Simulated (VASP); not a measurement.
# LaH3 (Fm-3m) in VASP: a series of runs

Runs on LaH3. Level: r2SCAN. Tasks: single point.

Program: VASP 6.6.1. These are calculated values, not measurements. Logs are shortened: lines on timing, memory, paths and dates and some standing lists are left out, and cuts for length are marked.

## (1) The cell of the first run

The structure is cubic, space group Fm-3m (No. 225). The conventional cell has a = 5.573 Å, b = 5.573 Å, c = 5.573 Å, α = 90.00°, β = 90.00°, γ = 90.00°. La (site symmetry m-3m) has 14 H at 2.41 to 2.79 Å within 3.2 Å. Within 3.2 Å of H (site symmetry m-3m) lie 8 H at 2.41 Å and 6 La at 2.79 Å. Within 3.2 Å of H (site symmetry -43m) lie 4 La at 2.41 Å and 10 H at 2.41 to 2.79 Å.

## (2) Single point, r2SCAN

POSCAR

```
LaH3
1.0
    3.9406770000      0.0000000000      0.0000000000
    1.9703385000      3.4127263901      0.0000000000
    1.9703385000      1.1375754634      3.2175492970
La H
1 3
Direct
    0.0000000000      0.0000000000      0.0000000000
    0.5000000000      0.5000000000      0.5000000000
    0.7500000000      0.7500000000      0.7500000000
    0.2500000000      0.2500000000      0.2500000000
```

INCAR.step1

```
SYSTEM = LaH3
  ALGO = Normal
  EDIFF = 1E-4
  ENCUT = 520
  GGA = PE
  ISMEAR = 1
  LASPH = .TRUE.
  LCHARG = .FALSE.
  LREAL = .FALSE.
  LWAVE = .TRUE.
  NBANDS = 15
  NELM = 80
  PREC = Accurate
  SIGMA = 0.1
```

INCAR.step2

```
SYSTEM = LaH3
  ALGO = Normal
  EDIFF = 1E-6
  ENCUT = 520
  ISIF = 2
  ISMEAR = 1
  ISTART = 1
  LASPH = .TRUE.
  LCHARG = .FALSE.
  LMIXTAU = .TRUE.
  LREAL = .FALSE.
  LWAVE = .FALSE.
  METAGGA = R2SCAN
  NBANDS = 15
  NELM = 80
  PREC = Accurate
  SIGMA = 0.1
```

KPOINTS

```
k-points
0
G
  6 6 6
  0 0 0
```

Potentials or basis: VASP PAW PBE potentials, release 64 (La, H).

Command:

```console
$ cat potpaw_PBE.64/La/POTCAR potpaw_PBE.64/H/POTCAR > POTCAR
$ cp INCAR.step1 INCAR
$ mpirun -np 1 vasp_std > vasp.out
$ cp INCAR.step2 INCAR
$ mpirun -np 1 vasp_std > vasp.out
```

OUTCAR:

```text
SYSTEM = LaH3
   EDIFF = 1E-6
   ENCUT = 520
   ISIF = 2
   ISMEAR = 1
   ISTART = 1
   LASPH = .TRUE.
   LREAL = .FALSE.
   METAGGA = R2SCAN
   NELM = 80
   PREC = Accurate

 ion  position               nearest neighbor table
   1  0.000  0.000  0.000-
   2  0.500  0.500  0.500-
   3  0.750  0.750  0.750-
   4  0.250  0.250  0.250-

  LATTYP: Found a face centered cubic cell.
 ALAT       =     5.5729588583

  Lattice vectors:

 A1 = (   3.9406770000,   0.0000000000,   0.0000000000)
 A2 = (   1.9703385000,   3.4127263901,   0.0000000000)
 A3 = (   1.9703385000,   1.1375754634,   3.2175492970)

Analysis of symmetry for initial positions (statically):
=====================================================================
 Subroutine PRICEL returns:
 Original cell was already a primitive cell.

 Routine SETGRP: Setting up the symmetry group for a
 face centered cubic supercell.

 Subroutine GETGRP returns: Found 48 space group operations
 (whereof 48 operations were pure point group operations)
 out of a pool of 48 trial point group operations.

The static configuration has the point symmetry O_h .

Analysis of symmetry for dynamics (positions and initial velocities):
=====================================================================
 Subroutine PRICEL returns:
 Original cell was already a primitive cell.

 Routine SETGRP: Setting up the symmetry group for a
 face centered cubic supercell.

 Subroutine GETGRP returns: Found 48 space group operations
 (whereof 48 operations were pure point group operations)
 out of a pool of 48 trial point group operations.

The dynamic configuration has the point symmetry O_h .

 Subroutine INISYM returns: Found 48 space group operations
 (whereof 48 operations are pure point group operations),
 and found     1 'primitive' translations

----------------------------------------------------------------------------------------

                                     Primitive cell

  volume of cell :      43.2711

  direct lattice vectors                    reciprocal lattice vectors
     3.940677000  0.000000000  0.000000000     0.253763503 -0.146510427 -0.103598516
     1.970338500  3.412726390  0.000000000     0.000000000  0.293020854 -0.103598516
     1.970338500  1.137575463  3.217549297     0.000000000  0.000000000  0.310795549
[... 88 lines left out ...]
   TEBEG  =    0.0;   TEEND  =   0.0 temperature during run
   PSTRESS=    0.0 pullay stress
   NELECT =      14.0000    total number of electrons
   NUPDOWN=      -1.0000    fix difference up-down
   EMIN   =  10.00;   EMAX   =-10.00  energy-range for DOS
   EFERMI =   0.00;   METHOD = LEGACY
   ISMEAR =     1;   SIGMA  =   0.10  broadening in eV -4-tet -1-fermi 0-gaus
   EFERMI_NEDOS =   21; number of points for ismear=-14 and -15
   IALGO  =     38    algorithm
   IMIX   =      4    mixing-type and parameters
     AMIX     =   0.40;   BMIX     =  1.00
     AMIX_MAG =   1.60;   BMIX_MAG =  1.00
  volume/ion in A,a.u.               =      10.82        73.00
  Fermi-wavevector in a.u.,A,eV,Ry     =   1.123876  2.123817 17.185477  1.263097
  Thomas-Fermi vector in A             =   2.260545
   LORBIT       =      0    0 simple, 1 ext, 2 COOP (PROOUT), +10 PAW based schemes
   METAGGA = R2SCAN    functional components
   LHFCALC =     F    Hartree Fock is set to
   AEXX    =    0.0000 exact exchange contribution
   IVDW    =     0    specifies the selected vdW correction
   LEPSILON=     F    determine dielectric tensor
   LRPA    =     F    only Hartree local field effects (RPA)
 non-spin polarized calculation
 Methfessel and Paxton  Order N= 1 SIGMA  =   0.10
  energy-cutoff  :      520.00
  volume of cell :       43.27
 maximum number of plane-waves:      1211
 NGX is ok and might be reduce to    30
   NGX = 15   NGY = 15   NGZ = 15

 number of electron      13.9999998 magnetization

 Free energy of the ion-electron system (eV)
  ---------------------------------------------------
  ext. energy  EPLUGINS =         0.00000000
  ---------------------------------------------------
  free energy    TOTEN  =       -42.84362709 eV

  energy without entropy =      -42.84382739  energy(sigma->0) =      -42.84369386

 E-fermi :   8.1217     XC(G=0): -10.5058

 val. band max:        8.0563406730   @ k =   0.0000   0.0000   0.0000
 cond. band min:       8.2015826559   @ k =   0.5000   0.0000  -0.0000
 fundamental gap:      0.1452419829
 Fermi energy:         8.1217326206

 k-point     1 :       0.0000    0.0000    0.0000
  band No.  band energies     occupation
      1     -26.8360      2.00000
      2      -9.6233      2.00000
      3      -9.6233      2.00000
      4      -9.6233      2.00000
      5      -0.5365      2.00000
      6       4.4714      2.00000
      7       8.0563      1.88549
      8       8.3370     -0.00946
      9       8.3370     -0.00946
     10       8.3370     -0.00946
     11       9.3447     -0.00000
     12       9.3447     -0.00000
     13       9.3447     -0.00000
     14       9.9800     -0.00000
[... 257 lines left out ...]
      2     -10.5461      2.00000
      3     -10.1692      2.00000
      4      -9.9893      2.00000
      5       2.4472      2.00000
      6       2.6573      2.00000
      7       3.6969      2.00000
      8       8.8719     -0.00000
      9       9.4789     -0.00000
     10       9.5260     -0.00000
     11       9.7523     -0.00000
     12       9.7866     -0.00000
     13       9.7969     -0.00000
     14       9.9087     -0.00000
     15      10.9062      0.00000

------------------------ aborting loop because EDIFF is reached ----------------------------------------

  FORCE on cell =-STRESS in cart. coord.  units (eV):
  Direction    XX          YY          ZZ          XY          YZ          ZX
  --------------------------------------------------------------------------------------
  -------------------------------------------------------------------------------------
  Total       -0.0880270     -0.0880270     -0.0880270     -0.0000000     -0.0000000      0.0000000
  in kB       -3.2593348     -3.2593348     -3.2593348     -0.0000000     -0.0000000      0.0000000
  external PRESSURE =      -3.2593348 kB  Pullay stress =       0.0000000 kB

 VOLUME and BASIS-vectors are now :
 -----------------------------------------------------------------------------
  energy-cutoff  :      520.00
  volume of cell :       43.27
      direct lattice vectors                 reciprocal lattice vectors
     3.940677000  0.000000000  0.000000000     0.253763503 -0.146510427 -0.103598516
     1.970338500  3.412726390  0.000000000     0.000000000  0.293020854 -0.103598516
     1.970338500  1.137575463  3.217549297     0.000000000  0.000000000  0.310795549

 POSITION                                       TOTAL-FORCE (eV/Angst)
 -----------------------------------------------------------------------------------
      0.00000      0.00000      0.00000        -0.000000     -0.000000     -0.000000
      3.94068      2.27515      1.60877        -0.000000     -0.000000     -0.000000
      5.91102      3.41273      2.41316         0.000000     -0.000000     -0.000000
      1.97034      1.13758      0.80439        -0.000000      0.000000      0.000000
 -----------------------------------------------------------------------------------
    total drift:                               -0.000000      0.000000     -0.000000

  FREE ENERGIE OF THE ION-ELECTRON SYSTEM (eV)
  ---------------------------------------------------
  free  energy   TOTEN  =       -42.8436270942 eV

  energy  without entropy=      -42.8438273936  energy(sigma->0) =      -42.84369386
```

OSZICAR.step1:

```text
N       E                     dE             d eps       ncg     rms          rms(c)
DAV:   1     0.968351402672E+02    0.96835E+02   -0.50427E+03   504   0.125E+03
DAV:   2    -0.825871210211E+01   -0.10509E+03   -0.90601E+02   574   0.184E+02
DAV:   3    -0.174486630884E+02   -0.91900E+01   -0.90802E+01   608   0.904E+01
DAV:   4    -0.180243439282E+02   -0.57568E+00   -0.57478E+00   878   0.146E+01
DAV:   5    -0.180350859002E+02   -0.10742E-01   -0.10741E-01   651   0.204E+00    0.553E+00
DAV:   6    -0.174449964201E+02    0.59009E+00   -0.96199E-01   805   0.593E+00    0.271E+00
DAV:   7    -0.173309280043E+02    0.11407E+00   -0.57656E-01   770   0.412E+00    0.701E-01
DAV:   8    -0.173344126744E+02   -0.34847E-02   -0.56552E-02   801   0.246E+00    0.334E-01
DAV:   9    -0.173347476878E+02   -0.33501E-03   -0.27315E-02   784   0.145E+00    0.223E-01
DAV:  10    -0.173334492765E+02    0.12984E-02   -0.51572E-03   806   0.609E-01    0.451E-02
DAV:  11    -0.173334075760E+02    0.41701E-04   -0.43722E-04   835   0.165E-01
   1 F= -.17333408E+02 E0= -.17333328E+02  d E =-.239286E-03
```

Run time: 76 s. Hardware: 1 thread of Intel Xeon 6975P-C, shared host; peak memory 0.19 GiB.

Results:

```yaml
Free_energy: -42.8436 eV
Pressure: -0.3 GPa
Band_gap_on_the_k_mesh: 0.15 eV, indirect (least direct gap 0.28 eV)
```

Caveat: the PAW data sets were made with another functional, which shifts forces and pressure a little; spin-orbit coupling is left out, which moves the levels of the heavy elements. A k mesh can miss the band edges.

## (3) Single point, r2SCAN

POSCAR is that of step 2.

INCAR.step1

```
  PREC = Accurate
  ENCUT = 520
  ISMEAR = 1
  SIGMA = 0.1
  LREAL = F
  LASPH = T
  NELM = 100
  NBANDS = 15
  GGA = PE
  ALGO = Normal
  EDIFF = 1E-4
  LWAVE = T
  LCHARG = F
```

INCAR.step2

```
  PREC = Accurate
  ENCUT = 520
  EDIFF = 1E-6
  ISMEAR = 1
  SIGMA = 0.1
  LREAL = F
  LASPH = T
  NELM = 100
  ALGO = Normal
  ISIF = 2
  LWAVE = F
  LCHARG = F
  METAGGA = R2SCAN
  LMIXTAU = T
  NBANDS = 15
  ISTART = 1
```

KPOINTS

```
regular mesh
0
Gamma
  7 7 7
```

Potentials or basis: VASP PAW PBE potentials, release 64 (La, H).

Command:

```console
$ cat potpaw_PBE.64/La/POTCAR potpaw_PBE.64/H/POTCAR > POTCAR
$ cp INCAR.step1 INCAR
$ mpirun -np 1 vasp_std > vasp.out
$ cp INCAR.step2 INCAR
$ mpirun -np 1 vasp_std > vasp.out
```

It took 82 s on 1 thread of Intel Xeon 6975P-C, shared host; peak memory 0.18 GiB.

The run converged. Its results:

| Item | Value |
| --- | --- |
| Free energy | -42.8468 eV |
| Pressure | -0.3 GPa |
| Band gap on the k mesh | 0.18 eV, indirect (least direct gap 0.28 eV) |

Levels at points of the mesh, in eV from the valence-band top:
```csv
k point,band 4,band 5,band 6,band 7,band 8,band 9,band 10,band 11
"(0.00, 0.00, 0.00)",-17.68,-8.59,-3.58,0.00,0.28,0.28,0.28,1.29
```

Caveat: the PAW data sets were made with another functional, which shifts forces and pressure a little; spin-orbit coupling is left out, which moves the levels of the heavy elements. A k mesh can miss the band edges.

## (4) Single point, r2SCAN

POSCAR is that of step 3.

INCAR.step1

```
PREC = Accurate
ENCUT = 520
ISMEAR = 1
SIGMA = 0.1
LREAL = F
LASPH = T
NELM = 80
NBANDS = 15
GGA = PE
ALGO = Normal
EDIFF = 1E-4
LWAVE = T
LCHARG = F
```

INCAR.step2

```
PREC = Accurate
ENCUT = 520
EDIFF = 1E-6
ISMEAR = 1
SIGMA = 0.1
LREAL = F
LASPH = T
NELM = 80
ALGO = Normal
ISIF = 2
LWAVE = F
LCHARG = T
METAGGA = R2SCAN
LMIXTAU = T
LELF = T
LVHAR = T
NBANDS = 15
ISTART = 1
```

KPOINTS

```
Automatic mesh
0
Gamma
  9 9 9
```

Command:

```console
$ cat potpaw_PBE.64/La/POTCAR potpaw_PBE.64/H/POTCAR > POTCAR
$ cp INCAR.step1 INCAR
$ mpirun -np 1 vasp_std > vasp.out
$ cp INCAR.step2 INCAR
$ mpirun -np 1 vasp_std > vasp.out
```

Wall time 2.1 min (1 thread of Intel Xeon 6975P-C, shared host); peak memory 0.19 GiB.

The run converged. Its results:

```yaml
Free_energy: -42.8485 eV
Pressure: -0.4 GPa
Band_gap_on_the_k_mesh: 0.17 eV, indirect (least direct gap 0.28 eV)
```

Levels at points of the mesh, in eV from the valence-band top:
| k point | band 3 | band 4 | band 5 | band 6 | band 7 | band 8 | band 9 | band 10 | band 11 | band 12 |
| --- | --- | --- | --- | --- | --- | --- | --- | --- | --- | --- |
| (0.00, 0.00, 0.00) | -17.67 | -17.67 | -8.59 | -3.58 | 0.00 | 0.28 | 0.28 | 0.28 | 1.29 | 1.29 |

Caveat: the PAW data sets were made with another functional, which shifts forces and pressure a little; spin-orbit coupling is left out, which moves the levels of the heavy elements.

## (5) Summary

| k mesh | gap on the mesh (eV) | pressure (GPa) |
| --- | --- | --- |
| 6 × 6 × 6 | 0.15 | -0.3 |
| 7 × 7 × 7 | 0.18 | -0.3 |
| 9 × 9 × 9 | 0.17 | -0.4 |

Alike in all rows: task single point; level r2SCAN; potentials or basis VASP PAW PBE potentials, release 64 (La, H); no spin polarisation; cell as given; cutoff (eV) 520; smearing methfessel-paxton 0.1 eV.

On the cell as given the gap runs from 0.15 eV (r2SCAN) to 0.18 eV (r2SCAN); the meshes differ, which moves gaps too.

Caveats: the PAW data sets were made with another functional, which shifts forces and pressure a little; spin-orbit coupling is left out, which moves the levels of the heavy elements.

Total energies depend on the potentials used, so only differences within one code and one set of settings carry meaning.
